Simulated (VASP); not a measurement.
# Pb (Pm-3m) in VASP: further runs, part 2 of 2

VASP 6.6.1.

## 4. Single point, r2SCAN (volume scaled by 1.08)

The input, POSCAR:

```
Pb
1.0
    3.2943326961      0.0000000000      0.0000000000
    0.0000000000      3.2943326961      0.0000000000
    0.0000000000      0.0000000000      3.2943326961
Pb
1
Direct
    0.0000000000      0.0000000000      0.0000000000
```

The input, INCAR.step1:

```
SYSTEM = Pb
ALGO = Normal
EDIFF = 1E-4
ENCUT = 520
GGA = PE
ISMEAR = -1
LASPH = .TRUE.
LCHARG = .FALSE.
LREAL = .FALSE.
LWAVE = .TRUE.
NBANDS = 13
NELM = 60
PREC = Accurate
SIGMA = 0.1
```

The input, INCAR.step2:

```
SYSTEM = Pb
ALGO = Normal
EDIFF = 1E-7
ENCUT = 520
ISIF = 2
ISMEAR = -1
ISTART = 1
LASPH = .TRUE.
LCHARG = .TRUE.
LELF = .TRUE.
LMIXTAU = .TRUE.
LREAL = .FALSE.
LVHAR = .TRUE.
LWAVE = .FALSE.
METAGGA = R2SCAN
NBANDS = 13
NELM = 60
PREC = Accurate
SIGMA = 0.1
```

The input, KPOINTS:

```
k-points
0
G
  11 11 11
  0 0 0
```

Potentials or basis: VASP PAW PBE potentials, release 64 (Pb_d).

Started as:

```
$ cat potpaw_PBE.64/Pb_d/POTCAR > POTCAR
$ cp INCAR.step1 INCAR
$ mpirun -np 1 vasp_std > vasp.out
$ cp INCAR.step2 INCAR
$ mpirun -np 1 vasp_std > vasp.out
```

OUTCAR:

```text
SYSTEM = Pb
   EDIFF = 1E-7
   ENCUT = 520
   ISIF = 2
   ISMEAR = -1
   ISTART = 1
   LASPH = .TRUE.
   LREAL = .FALSE.
   METAGGA = R2SCAN
   NELM = 60
   PREC = Accurate

 ion  position               nearest neighbor table
   1  0.000  0.000  0.000-

  LATTYP: Found a simple cubic cell.
 ALAT       =     3.2943326961

  Lattice vectors:

 A1 = (   3.2943326961,   0.0000000000,   0.0000000000)
 A2 = (   0.0000000000,   3.2943326961,   0.0000000000)
 A3 = (   0.0000000000,   0.0000000000,   3.2943326961)

Analysis of symmetry for initial positions (statically):
=====================================================================
 Subroutine PRICEL returns:
 Original cell was already a primitive cell.

 Routine SETGRP: Setting up the symmetry group for a
 simple cubic supercell.

 Subroutine GETGRP returns: Found 48 space group operations
 (whereof 48 operations were pure point group operations)
 out of a pool of 48 trial point group operations.

The static configuration has the point symmetry O_h .

Analysis of symmetry for dynamics (positions and initial velocities):
=====================================================================
 Subroutine PRICEL returns:
[... 161 lines left out ...]

 k-point     1 :       0.0000    0.0000    0.0000
  band No.  band energies     occupation
      1     -12.5142      2.00000
      2     -12.5142      2.00000
      3     -11.9870      2.00000
      4     -11.9870      2.00000
      5     -11.9870      2.00000
      6      -6.1259      2.00000
      7      10.1876      0.00000
      8      10.1876      0.00000
      9      10.1876      0.00000
     10      13.3623      0.00000
     11      14.7078      0.00000
     12      14.7078      0.00000
     13      23.9143      0.00000
[... 354 lines left out ...]
  band No.  band energies     occupation
      1     -12.4499      2.00000
      2     -12.2624      2.00000
      3     -12.0810      2.00000
      4     -12.0790      2.00000
      5     -12.0027      2.00000
      6      -4.9098      2.00000
      7       4.7007      1.98351
      8       9.8966      0.00000
      9      10.0527      0.00000
     10      16.1401      0.00000
     11      16.6622      0.00000
     12      18.7463      0.00000
     13      18.7910      0.00000

 [... further k-points ...]
[... 5 lines left out ...]
  --------------------------------------------------------------------------------------
  -------------------------------------------------------------------------------------
  Total       -0.5560676     -0.5560676     -0.5560676     -0.0000000      0.0000000     -0.0000000
  in kB      -24.9192986    -24.9192986    -24.9192986     -0.0000000      0.0000000     -0.0000000
  external PRESSURE =     -24.9192986 kB  Pullay stress =       0.0000000 kB

 VOLUME and BASIS-vectors are now :
 -----------------------------------------------------------------------------
  energy-cutoff  :      520.00
  volume of cell :       35.75
      direct lattice vectors                 reciprocal lattice vectors
     3.294332696  0.000000000  0.000000000     0.303551612  0.000000000  0.000000000
     0.000000000  3.294332696  0.000000000     0.000000000  0.303551612  0.000000000
     0.000000000  0.000000000  3.294332696     0.000000000  0.000000000  0.303551612

 POSITION                                       TOTAL-FORCE (eV/Angst)
 -----------------------------------------------------------------------------------
      0.00000      0.00000      0.00000         0.000000      0.000000      0.000000
 -----------------------------------------------------------------------------------
    total drift:                                0.000000     -0.000000     -0.000000

  FREE ENERGIE OF THE ION-ELECTRON SYSTEM (eV)
  ---------------------------------------------------
  free  energy   TOTEN  =       -56.1346694613 eV

  energy  without entropy=      -56.1104422619  energy(sigma->0) =      -56.12255586
```

Wall time 2.7 min (1 thread of AMD EPYC 7R43 (Zen 3), shared host); peak memory 0.14 GiB.

What came out:

* Free energy: -56.1347 eV
* Pressure: -2.5 GPa
* Band gap on the k mesh: zero (band 7 reaches 10.19 eV, above the bottom of band 8 at 3.59 eV)

Caveat: the PAW data sets were made with another functional, which shifts forces and pressure a little; spin-orbit coupling is left out, which moves the levels of the heavy elements.

## 5. Single point, r2SCAN (volume scaled by 1.12)

The input, POSCAR:

```
Pb
1.0
    3.3345114449      0.0000000000      0.0000000000
    0.0000000000      3.3345114449      0.0000000000
    0.0000000000      0.0000000000      3.3345114449
Pb
1
Direct
    0.0000000000      0.0000000000      0.0000000000
```

The input, INCAR.step1:

```
SYSTEM = Pb
ALGO     = Normal         ! electronic algorithm
EDIFF    = 1E-4           ! SCF threshold, eV
ENCUT    = 520            ! plane-wave cutoff, eV
GGA      = PE             ! functional
ISMEAR   = -1             ! smearing method
LASPH    = .TRUE.         ! aspherical terms in the spheres
LCHARG   = .FALSE.        ! write CHGCAR
LREAL    = .FALSE.        ! projectors in reciprocal space
LWAVE    = .TRUE.         ! write WAVECAR
NBANDS   = 13             ! bands
NELM     = 60             ! most SCF steps
PREC     = Accurate       ! precision mode
SIGMA    = 0.1            ! smearing width, eV
```

The input, INCAR.step2:

```
SYSTEM = Pb
ALGO     = Normal         ! electronic algorithm
EDIFF    = 1E-7           ! SCF threshold, eV
ENCUT    = 520            ! plane-wave cutoff, eV
ISIF     = 2              ! what is computed and relaxed
ISMEAR   = -1             ! smearing method
ISTART   = 1            
LASPH    = .TRUE.         ! aspherical terms in the spheres
LCHARG   = .FALSE.        ! write CHGCAR
LMIXTAU  = .TRUE.       
LREAL    = .FALSE.        ! projectors in reciprocal space
LWAVE    = .FALSE.        ! write WAVECAR
METAGGA  = R2SCAN         ! meta-GGA
NBANDS   = 13             ! bands
NELM     = 60             ! most SCF steps
PREC     = Accurate       ! precision mode
SIGMA    = 0.1            ! smearing width, eV
```

KPOINTS is that of step 4.

Started as:

```
$ cat potpaw_PBE.64/Pb_d/POTCAR > POTCAR
$ cp INCAR.step1 INCAR
$ mpirun -np 1 vasp_std > vasp.out
$ cp INCAR.step2 INCAR
$ mpirun -np 1 vasp_std > vasp.out
```

Wall time 2.6 min (1 thread of AMD EPYC 7R43 (Zen 3), shared host); peak memory 0.13 GiB.

Results (log left out):

```
Free energy            : -56.1107 eV
Pressure               : -3.4 GPa
Band gap on the k mesh : zero (band 7 reaches 9.71 eV, above the bottom of band 8 at 3.32 eV)
```

Levels at points of the mesh, in eV from the Fermi level:
| k point | band 4 | band 5 | band 6 | band 7 | band 8 | band 9 | band 10 | band 11 |
| --- | --- | --- | --- | --- | --- | --- | --- | --- |
| (0.00, 0.00, 0.00) | -17.18 | -17.18 | -11.10 | 4.87 | 4.87 | 4.87 | 7.92 | 9.34 |

Caveat: the PAW data sets were made with another functional, which shifts forces and pressure a little; spin-orbit coupling is left out, which moves the levels of the heavy elements.

## 6. Single point, r2SCAN

The input, POSCAR:

```
Pb
1.0
    3.2108957463      0.0000000000      0.0000000000
    0.0000000000      3.2108957463      0.0000000000
    0.0000000000      0.0000000000      3.2108957463
Pb
1
Direct
    0.0000000000      0.0000000000      0.0000000000
```

The input, INCAR.step1:

```
SYSTEM = Pb
ALGO     = Normal         ! electronic algorithm
EDIFF    = 1E-4           ! SCF threshold, eV
ENCUT    = 520            ! plane-wave cutoff, eV
GGA      = PE             ! functional
ISMEAR   = -1             ! smearing method
LASPH    = .True.         ! aspherical terms in the spheres
LCHARG   = .False.        ! write CHGCAR
LREAL    = .False.        ! projectors in reciprocal space
LWAVE    = .True.         ! write WAVECAR
NBANDS   = 13             ! bands
NELM     = 80             ! most SCF steps
PREC     = Accurate       ! precision mode
SIGMA    = 0.1            ! smearing width, eV
```

The input, INCAR.step2:

```
SYSTEM = Pb
ALGO     = Normal         ! electronic algorithm
EDIFF    = 1E-7           ! SCF threshold, eV
ENCUT    = 520            ! plane-wave cutoff, eV
ISIF     = 2              ! what is computed and relaxed
ISMEAR   = -1             ! smearing method
ISTART   = 1            
LASPH    = .True.         ! aspherical terms in the spheres
LCHARG   = .True.         ! write CHGCAR
LELF     = .True.         ! ELF
LMIXTAU  = .True.       
LREAL    = .False.        ! projectors in reciprocal space
LVHAR    = .True.       
LWAVE    = .False.        ! write WAVECAR
METAGGA  = R2SCAN         ! meta-GGA
NBANDS   = 13             ! bands
NELM     = 80             ! most SCF steps
PREC     = Accurate       ! precision mode
SIGMA    = 0.1            ! smearing width, eV
```

The input, KPOINTS:

```
k-points
0
Gamma
  16 16 16
  0 0 0
```

Potentials or basis: VASP PAW PBE potentials, release 64 (Pb_d).

Started as:

```
$ cat potpaw_PBE.64/Pb_d/POTCAR > POTCAR
$ cp INCAR.step1 INCAR
$ mpirun -np 1 vasp_std > vasp.out
$ cp INCAR.step2 INCAR
$ mpirun -np 1 vasp_std > vasp.out
```

It took 4.8 min on 1 thread of AMD EPYC 7R43 (Zen 3), shared host; peak memory 0.15 GiB.

Results (log left out):

```yaml
Free_energy: -56.1582 eV
Pressure: 0.1 GPa
Band_gap_on_the_k_mesh: zero (band 7 reaches 11.25 eV, above the bottom of band 8 at 4.04 eV)
```

Levels at points of the mesh, in eV from the Fermi level:
| k point | band 3 | band 4 | band 5 | band 6 | band 7 | band 8 | band 9 | band 10 | band 11 | band 12 |
| --- | --- | --- | --- | --- | --- | --- | --- | --- | --- | --- |
| (0.00, 0.00, 0.00) | -17.23 | -17.23 | -17.23 | -11.84 | 5.24 | 5.24 | 5.24 | 8.69 | 9.87 | 9.87 |
| (0.50, 0.00, 0.00) | -17.40 | -17.40 | -17.21 | -9.23 | -4.19 | 7.70 | 7.70 | 11.40 | 11.76 | 12.79 |
| (0.50, 0.50, 0.00) | -17.38 | -17.38 | -17.02 | -6.68 | -1.98 | -1.98 | 3.89 | 10.45 | 13.77 | 13.77 |
| (0.50, 0.50, 0.50) | -17.61 | -17.01 | -17.01 | -4.01 | 0.17 | 0.17 | 0.17 | 6.89 | 6.89 | 6.89 |

Caveat: the PAW data sets were made with another functional, which shifts forces and pressure a little; spin-orbit coupling is left out, which moves the levels of the heavy elements.

## 7. Single point, r2SCAN

The input, POSCAR:

```
Pb
1.0
    3.2108957402      0.0000000000      0.0000000000
    0.0000000000      3.2108957402      0.0000000000
    0.0000000000      0.0000000000      3.2108957402
Pb
1
Direct
    0.0000000000      0.0000000000      0.0000000000
```

The input, INCAR.step1:

```
SYSTEM = Pb
PREC = Accurate ; ENCUT = 550
ISMEAR = -1 ; SIGMA = 0.1
LREAL = .False. ; LASPH = .True.
NELM = 120 ; NBANDS = 13
GGA = PE ; ALGO = Normal
EDIFF = 1E-5 ; LWAVE = .True.
LCHARG = .False. ; GGA_COMPAT = .False.
```

The input, INCAR.step2:

```
SYSTEM = Pb
PREC = Accurate ; ENCUT = 550
EDIFF = 1E-6 ; ISMEAR = -1
SIGMA = 0.1 ; LREAL = .False.
LASPH = .True. ; NELM = 120
ALGO = Normal ; ISIF = 2
LWAVE = .False. ; LCHARG = .True.
METAGGA = R2SCAN ; LMIXTAU = .True.
LELF = .True. ; LVHAR = .True.
NBANDS = 13 ; ISTART = 1
GGA_COMPAT = .False.
```

The input, KPOINTS:

```
Automatic mesh
0
Gamma
  5 5 5
  0 0 0
```

Started as:

```
$ cat potpaw_PBE.64/Pb_d/POTCAR > POTCAR
$ cp INCAR.step1 INCAR
$ mpirun -np 1 vasp_std > vasp.out
$ cp INCAR.step2 INCAR
$ mpirun -np 1 vasp_std > vasp.out
```

It took 46 s on 1 thread of AMD EPYC 7R13, shared host; peak memory 0.13 GiB.

It converged, with:

```yaml
Free_energy: -56.3117 eV
Pressure: -0.1 GPa
Band_gap_on_the_k_mesh: zero (band 7 reaches 11.26 eV, above the bottom of band 8 at 4.68 eV)
```

Levels at points of the mesh, in eV from the Fermi level:
| k point | band 4 | band 5 | band 6 | band 7 | band 8 | band 9 |
| --- | --- | --- | --- | --- | --- | --- |
| (0.00, 0.00, 0.00) | -16.81 | -16.81 | -11.44 | 5.65 | 5.65 | 5.65 |

Caveat: the k points lie up to 0.39 Å⁻¹ apart; the PAW data sets were made with another functional, which shifts forces and pressure a little; spin-orbit coupling is left out, which moves the levels of the heavy elements.

## 8. Summary

```tsv
cell	k mesh	cutoff (eV)	gap on the mesh (eV)	pressure (GPa)
a = 3.211 Å, 1 atom	11 × 11 × 11	520	none	0.2
a = 3.253 Å, 1 atom	11 × 11 × 11	520	none	-1.3
a = 3.294 Å, 1 atom	11 × 11 × 11	520	none	-2.5
a = 3.335 Å, 1 atom	11 × 11 × 11	520	none	-3.4
a = 3.211 Å, 1 atom	16 × 16 × 16	520	none	0.1
a = 3.211 Å, 1 atom	5 × 5 × 5	550	none	-0.1
```

Alike in all rows: task single point; level r2SCAN; potentials or basis VASP PAW PBE potentials, release 64 (Pb_d); no spin polarisation; smearing fermi-dirac 0.1 eV.

Caveats: some runs use coarse meshes; the PAW data sets were made with another functional, which shifts forces and pressure a little; spin-orbit coupling is left out, which moves the levels of the heavy elements.

Total energies depend on the potentials used, so only differences within one code and one set of settings carry meaning.
